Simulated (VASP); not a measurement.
# Cd (P6_3/mmc) in VASP: notebook, part 2 of 2

VASP 6.6.1.

**5. Electric field gradients, PBEsol (volume scaled by 1.02)**

File INCAR:

```
SYSTEM = Cd
  PREC = Accurate
  ENCUT = 520
  EDIFF = 1E-8
  ISMEAR = -1
  SIGMA = 0.05
  LREAL = .False.
  LASPH = .True.
  NELM = 100
  ALGO = Normal
  ISIF = 2
  LWAVE = .False.
  LCHARG = .False.
  GGA = PS
  LEFG = .True.
  NBANDS = 19
```

File KPOINTS:

```
regular mesh
0
Gamma
  16 16 7
  0 0 0
```

File POSCAR:

```
Cd
1.0
    2.9986007155      0.0000000000      0.0000000000
   -1.4993003577      2.5968643954      0.0000000000
    0.0000000000      0.0000000000      5.6548540644
Cd
2
Direct
    0.3333333333      0.6666666667      0.2500000000
    0.6666666667      0.3333333333      0.7500000000
```

Potentials or basis: VASP PAW PBE potentials, release 64 (Cd).

Command:

```sh
$ cat potpaw_PBE.64/Cd/POTCAR > POTCAR
$ mpirun -np 1 vasp_std > vasp.out
```

OUTCAR:

```text
SYSTEM = Cd
   PREC = Accurate
   ENCUT = 520
   EDIFF = 1E-8
   ISMEAR = -1
   LREAL = .False.
   LASPH = .True.
   NELM = 100
   ISIF = 2
   GGA = PS

 ion  position               nearest neighbor table
   1  0.333  0.667  0.250-   2 3.32   2 3.32   2 3.32   2 3.32   2 3.32   2 3.32
   2  0.667  0.333  0.750-   1 3.32   1 3.32   1 3.32   1 3.32   1 3.32   1 3.32

  LATTYP: Found a hexagonal cell.
 ALAT       =     2.9986007155
 C/A-ratio  =     1.8858309595

  Lattice vectors:

 A1 = (   2.9986007155,   0.0000000000,   0.0000000000)
 A2 = (  -1.4993003577,   2.5968643954,   0.0000000000)
[... 743 lines left out ...]
  free  energy   TOTEN  =        -2.3907367998 eV

  energy  without entropy=       -2.3858060920  energy(sigma->0) =       -2.38827145

 Electric field gradients (V/A^2)
---------------------------------------------------------------------
 ion       V_xx      V_yy      V_zz      V_xy      V_xz      V_yz
---------------------------------------------------------------------
   1     -38.400   -38.399    76.799     0.001     0.000    -0.000
   2     -38.400   -38.399    76.799     0.001    -0.000     0.000
---------------------------------------------------------------------

 Electric field gradients after diagonalization (V/A^2)
 (convention: |V_zz| > |V_xx| > |V_yy|)
----------------------------------------------------------------------
 ion       V_xx      V_yy      V_zz     asymmetry (V_yy - V_xx)/ V_zz
----------------------------------------------------------------------
   1     -38.400   -38.398    76.799       0.000
   2     -38.400   -38.398    76.799       0.000
----------------------------------------------------------------------

           NMR quadrupolar parameters

 Cq : quadrupolar parameter    Cq=e*Q*V_zz/h
 eta: asymmetry parameters     (V_yy - V_xx)/ V_zz
 Q  : nuclear electric quadrupole moment in mb (millibarn)
----------------------------------------------------------------------
 ion       Cq(MHz)       eta       Q (mb)
----------------------------------------------------------------------
   1       0.186       0.000       1.000
   2       0.186       0.000       1.000
----------------------------------------------------------------------
```

It took 98 s on 1 thread of Oxide Virtual Turin-like, shared host; peak memory 0.18 GiB.

Results:

- Free energy: -2.3907 eV
- Pressure: -2.2 GPa
- Band gap on the k mesh: zero (band 12 reaches 3.54 eV, above the bottom of band 13 at -0.33 eV)

Electric field gradients, principal values (V/Å²):
| atom | least | middle | greatest (by size) |
| --- | --- | --- | --- |
| 1 Cd | -38.398 | -38.400 | 76.799 |
| 2 Cd | -38.398 | -38.400 | 76.799 |

Caveat: without QUAD_EFG the Cq values of the log hold for a quadrupole moment of 1 mb, not for the nuclei; the PAW data sets were made with another functional, which shifts forces and pressure a little.

**6. Electric field gradients, PBEsol (volume scaled by 1.04)**

File INCAR:

```
PREC = Accurate
ENCUT = 520
EDIFF = 1E-8
ISMEAR = -1
SIGMA = 0.05
LREAL = False
LASPH = True
NELM = 80
ALGO = Normal
ISIF = 2
LWAVE = False
LCHARG = False
GGA = PS
LEFG = True
NBANDS = 19
```

File KPOINTS:

```
regular mesh
0
Gamma
  16 16 7
```

File POSCAR:

```
Cd
1.0
    3.0180726944      0.0000000000      0.0000000000
   -1.5090363471      2.6137276237      0.0000000000
    0.0000000000      0.0000000000      5.6915749249
Cd
2
Direct
    0.3333333333      0.6666666667      0.2500000000
    0.6666666667      0.3333333333      0.7500000000
```

Potentials or basis: VASP PAW PBE potentials, release 64 (Cd).

Command:

```sh
$ cat potpaw_PBE.64/Cd/POTCAR > POTCAR
$ mpirun -np 1 vasp_std > vasp.out
```

OUTCAR:

```text
PREC = Accurate
   ENCUT = 520
   EDIFF = 1E-8
   ISMEAR = -1
   LREAL = False
   LASPH = True
   NELM = 80
   ISIF = 2
   GGA = PS

 ion  position               nearest neighbor table
   1  0.333  0.667  0.250-   2 3.34   2 3.34   2 3.34   2 3.34   2 3.34   2 3.34
   2  0.667  0.333  0.750-   1 3.34   1 3.34   1 3.34   1 3.34   1 3.34   1 3.34

  LATTYP: Found a hexagonal cell.
 ALAT       =     3.0180726944
 C/A-ratio  =     1.8858309594

  Lattice vectors:

 A1 = (   3.0180726944,   0.0000000000,   0.0000000000)
 A2 = (  -1.5090363471,   2.6137276237,   0.0000000000)
 A3 = (   0.0000000000,   0.0000000000,   5.6915749249)

Analysis of symmetry for initial positions (statically):
=====================================================================
 Subroutine PRICEL returns:
 Original cell was already a primitive cell.

 Routine SETGRP: Setting up the symmetry group for a
 hexagonal supercell.

 Subroutine GETGRP returns: Found 24 space group operations
 (whereof 12 operations were pure point group operations)
 out of a pool of 24 trial point group operations.

The static configuration has the point symmetry D_3d.
 The point group associated with its full space group is D_6h.

Analysis of symmetry for dynamics (positions and initial velocities):
=====================================================================
 Subroutine PRICEL returns:
 Original cell was already a primitive cell.

 Routine SETGRP: Setting up the symmetry group for a
 hexagonal supercell.

 Subroutine GETGRP returns: Found 24 space group operations
 (whereof 12 operations were pure point group operations)
 out of a pool of 24 trial point group operations.

The dynamic configuration has the point symmetry D_3d.
 The point group associated with its full space group is D_6h.

 Subroutine INISYM returns: Found 24 space group operations
 (whereof 12 operations are pure point group operations),
 and found     1 'primitive' translations

----------------------------------------------------------------------------------------

                                     Primitive cell

  volume of cell :      44.8975

  direct lattice vectors                    reciprocal lattice vectors
     3.018072694  0.000000000  0.000000000     0.331337281  0.191297668  0.000000000
    -1.509036347  2.613727624  0.000000000     0.000000000  0.382595337  0.000000000
     0.000000000  0.000000000  5.691574925     0.000000000  0.000000000  0.175698293

  length of vectors
     3.018072694  3.018072694  5.691574925     0.382595337  0.382595337  0.175698293

  position of ions in fractional coordinates (direct lattice)
     0.333333333  0.666666667  0.250000000
     0.666666667  0.333333333  0.750000000

  ion indices of the primitive-cell ions
   primitive index   ion index
                 1           1
                 2           2

[... 70 lines left out ...]
   NELM   =     80;   NELMIN=  2; NELMDL= -5     # of ELM steps
   EDIFF  = 0.1E-07   stopping-criterion for ELM
   LREAL  =      F    real-space projection
   EDIFFG = 0.1E-06   stopping-criterion for IOM
   NSW    =      0    number of steps for IOM
   IBRION =     -1    ionic relax: 0-MD 1-quasi-New 2-CG
   NFREE  =      0    steps in history (QN), initial steepest desc. (CG)
   ISIF   =      2    stress and relaxation
   ISYM   =      2    0-nonsym 1-usesym 2-fastsym
   POTIM  = 0.5000    time-step for ionic-motion
   TEBEG  =    0.0;   TEEND  =   0.0 temperature during run
   PSTRESS=    0.0 pullay stress
   NELECT =      24.0000    total number of electrons
   NUPDOWN=      -1.0000    fix difference up-down
   EMIN   =  10.00;   EMAX   =-10.00  energy-range for DOS
   EFERMI =   0.00;   METHOD = LEGACY
   ISMEAR =    -1;   SIGMA  =   0.05  broadening in eV -4-tet -1-fermi 0-gaus
   EFERMI_NEDOS =   21; number of points for ismear=-14 and -15
   IALGO  =     38    algorithm
   IMIX   =      4    mixing-type and parameters
     AMIX     =   0.40;   BMIX     =  1.00
     AMIX_MAG =   1.60;   BMIX_MAG =  1.00
  volume/ion in A,a.u.               =      22.45       151.49
  Fermi-wavevector in a.u.,A,eV,Ry     =   1.328631  2.510749 24.017829  1.765261
  Thomas-Fermi vector in A             =   2.457854
   LORBIT       =      0    0 simple, 1 ext, 2 COOP (PROOUT), +10 PAW based schemes
   GGA     = PS    functional components
   LHFCALC =     F    Hartree Fock is set to
   AEXX    =    0.0000 exact exchange contribution
   IVDW    =     0    specifies the selected vdW correction
   LEPSILON=     F    determine dielectric tensor
   LRPA    =     F    only Hartree local field effects (RPA)
 non-spin polarized calculation
  energy-cutoff  :      520.00
  volume of cell :       44.90
 maximum number of plane-waves:      1228
 NGX is ok and might be reduce to    24
   NGX = 11   NGY = 11   NGZ = 21

 number of electron      23.9999991 magnetization

 Free energy of the ion-electron system (eV)
  ---------------------------------------------------
  ext. energy  EPLUGINS =         0.00000000
  ---------------------------------------------------
  free energy    TOTEN  =        -2.37628582 eV

  energy without entropy =       -2.37109842  energy(sigma->0) =       -2.37369212

 E-fermi :   2.5177     XC(G=0): -11.0033

 val. band max:        2.5144798992   @ k =   0.1875   0.0625   0.1429
 cond. band min:       2.5211530287   @ k =   0.3125   0.3125   0.4286
 fundamental gap:      0.0066731295
 Fermi energy:         2.5176909438

 k-point     1 :       0.0000    0.0000    0.0000
  band No.  band energies     occupation
      1      -7.1606      2.00000
      2      -6.9140      2.00000
      3      -6.5791      2.00000
      4      -6.5791      2.00000
      5      -6.5321      2.00000
      6      -6.5321      2.00000
[... 505 lines left out ...]
      6      -6.2897      2.00000
[... 11 lines left out ...]
     18      11.6266      0.00000
     19      12.7393      0.00000

 [... further k-points ...]
[... 5 lines left out ...]
  --------------------------------------------------------------------------------------
  -------------------------------------------------------------------------------------
  Total       -0.9222682     -0.9222682     -0.7747780     -0.0000000      0.0000000      0.0000000
  in kB      -32.9113213    -32.9113212    -27.6481042     -0.0000000      0.0000000      0.0000000
  external PRESSURE =     -31.1569156 kB  Pullay stress =       0.0000000 kB

 VOLUME and BASIS-vectors are now :
 -----------------------------------------------------------------------------
  energy-cutoff  :      520.00
  volume of cell :       44.90
      direct lattice vectors                 reciprocal lattice vectors
     3.018072694  0.000000000  0.000000000     0.331337281  0.191297668  0.000000000
    -1.509036347  2.613727624  0.000000000     0.000000000  0.382595337  0.000000000
     0.000000000  0.000000000  5.691574925     0.000000000  0.000000000  0.175698293

 POSITION                                       TOTAL-FORCE (eV/Angst)
 -----------------------------------------------------------------------------------
     -0.00000      1.74249      1.42289         0.000000      0.000000      0.000000
      1.50904      0.87124      4.26868        -0.000000      0.000000      0.000000
 -----------------------------------------------------------------------------------
    total drift:                                0.000000     -0.000000      0.000000

  FREE ENERGIE OF THE ION-ELECTRON SYSTEM (eV)
  ---------------------------------------------------
  free  energy   TOTEN  =        -2.3762858231 eV

  energy  without entropy=       -2.3710984212  energy(sigma->0) =       -2.37369212

 Electric field gradients (V/A^2)
---------------------------------------------------------------------
 ion       V_xx      V_yy      V_zz      V_xy      V_xz      V_yz
---------------------------------------------------------------------
   1     -37.064   -37.064    74.128     0.000     0.000    -0.000
   2     -37.064   -37.064    74.128     0.000    -0.000     0.000
---------------------------------------------------------------------

 Electric field gradients after diagonalization (V/A^2)
 (convention: |V_zz| > |V_xx| > |V_yy|)
----------------------------------------------------------------------
 ion       V_xx      V_yy      V_zz     asymmetry (V_yy - V_xx)/ V_zz
----------------------------------------------------------------------
   1     -37.064   -37.063    74.128       0.000
   2     -37.064   -37.063    74.128       0.000
----------------------------------------------------------------------

           NMR quadrupolar parameters

 Cq : quadrupolar parameter    Cq=e*Q*V_zz/h
 eta: asymmetry parameters     (V_yy - V_xx)/ V_zz
 Q  : nuclear electric quadrupole moment in mb (millibarn)
----------------------------------------------------------------------
 ion       Cq(MHz)       eta       Q (mb)
----------------------------------------------------------------------
   1       0.179       0.000       1.000
   2       0.179       0.000       1.000
----------------------------------------------------------------------
```

OSZICAR:

```text
N       E                     dE             d eps       ncg     rms          rms(c)
DAV:   1     0.173914409163E+03    0.17391E+03   -0.13056E+04  4568   0.126E+03
DAV:   2     0.150621070775E+01   -0.17241E+03   -0.16611E+03  4737   0.331E+02
DAV:   3    -0.253175923547E+01   -0.40380E+01   -0.40291E+01  5207   0.580E+01
DAV:   4    -0.253899012227E+01   -0.72309E-02   -0.72303E-02  5037   0.227E+00
DAV:   5    -0.253901197432E+01   -0.21852E-04   -0.21852E-04  5046   0.123E-01    0.393E+00
DAV:   6    -0.238764714636E+01    0.15136E+00   -0.36492E-01  4979   0.721E+00    0.325E+00
DAV:   7    -0.237783959555E+01    0.98076E-02   -0.26644E-02  5021   0.144E+00    0.185E+00
DAV:   8    -0.237624550954E+01    0.15941E-02   -0.30715E-03  4851   0.671E-01    0.835E-02
DAV:   9    -0.237626407110E+01   -0.18562E-04   -0.33450E-05  5087   0.587E-02    0.399E-02
DAV:  10    -0.237628606092E+01   -0.21990E-04   -0.17206E-05  4909   0.446E-02    0.301E-03
DAV:  11    -0.237628593291E+01    0.12800E-06   -0.94191E-08  5102   0.292E-03    0.137E-03
DAV:  12    -0.237628580568E+01    0.12724E-06   -0.73951E-09  3982   0.753E-04    0.703E-04
DAV:  13    -0.237628581835E+01   -0.12677E-07   -0.31674E-10  2601   0.181E-04    0.210E-04
DAV:  14    -0.237628582307E+01   -0.47166E-08   -0.60806E-11  2505   0.800E-05
   1 F= -.23762858E+01 E0= -.23736921E+01  d E =-.518740E-02
```

stdout:

```text
POSCAR found type information on POSCAR Cd
 POSCAR found :  1 types and       2 ions
 scaLAPACK will be used
 -----------------------------------------------------------------------------
|                                                                             |
|                                                                             |
|     You enforced a specific xc type in the INCAR file but a different       |
|     I HOPE YOU KNOW WHAT YOU ARE DOING!                                     |
|                                                                             |
 -----------------------------------------------------------------------------

 LDA part: xc-table for (Slater+PW92), standard interpolation
 POSCAR, INCAR and KPOINTS ok, starting setup
 FFT: planning ... GRIDC
 FFT: planning ... GRID_SOFT
 FFT: planning ... GRID
 WAVECAR not read
 entering main loop
ion   1

ion   2
```

Run time: 92 s. Hardware: 1 thread of Oxide Virtual Turin-like, shared host; peak memory 0.19 GiB.

Results:

```yaml
Free_energy: -2.3763 eV
Pressure: -3.1 GPa
Band_gap_on_the_k_mesh: zero (band 12 reaches 3.39 eV, above the bottom of band 13 at -0.38 eV)
```

Levels at points of the mesh, in eV from the Fermi level:
| k point | band 8 | band 9 | band 10 | band 11 | band 12 | band 13 | band 14 | band 15 | band 16 | band 17 |
| --- | --- | --- | --- | --- | --- | --- | --- | --- | --- | --- |
| (0.00, 0.00, 0.00) | -8.61 | -8.61 | -8.38 | -8.38 | -3.06 | -2.89 | 10.31 | 14.28 | 14.42 | 14.42 |
| (0.50, 0.00, 0.00) | -8.41 | -8.13 | -8.11 | -2.26 | -1.85 | 1.88 | 2.94 | 2.97 | 5.13 | 8.16 |

Electric field gradients, principal values (V/Å²):
| atom | least | middle | greatest (by size) |
| --- | --- | --- | --- |
| 1 Cd | -37.063 | -37.064 | 74.128 |
| 2 Cd | -37.063 | -37.064 | 74.128 |

Caveat: without QUAD_EFG the Cq values of the log hold for a quadrupole moment of 1 mb, not for the nuclei; the PAW data sets were made with another functional, which shifts forces and pressure a little.

**7. Overview**

| cell | gap on the mesh (eV) | pressure (GPa) |
| --- | --- | --- |
| a = 2.979, b = 2.979, c = 5.505 Å, angles 90.0, 90.0, 120.0°, 2 atoms | none | -0.4 |
| a = 2.969, b = 2.969, c = 5.599 Å, angles 90.0, 90.0, 120.0°, 2 atoms | none | -0.7 |
| a = 2.989, b = 2.989, c = 5.636 Å, angles 90.0, 90.0, 120.0°, 2 atoms | none | -1.7 |
| a = 2.999, b = 2.999, c = 5.655 Å, angles 90.0, 90.0, 120.0°, 2 atoms | none | -2.2 |
| a = 3.018, b = 3.018, c = 5.692 Å, angles 90.0, 90.0, 120.0°, 2 atoms | none | -3.1 |

Alike in all rows: task electric field gradients; level PBEsol; potentials or basis VASP PAW PBE potentials, release 64 (Cd); no spin polarisation; k mesh 16 × 16 × 7; cutoff (eV) 520; smearing fermi-dirac 0.05 eV.

Caveats: the PAW data sets were made with another functional, which shifts forces and pressure a little.

Absolute energies hang on the potentials; compare differences alone.
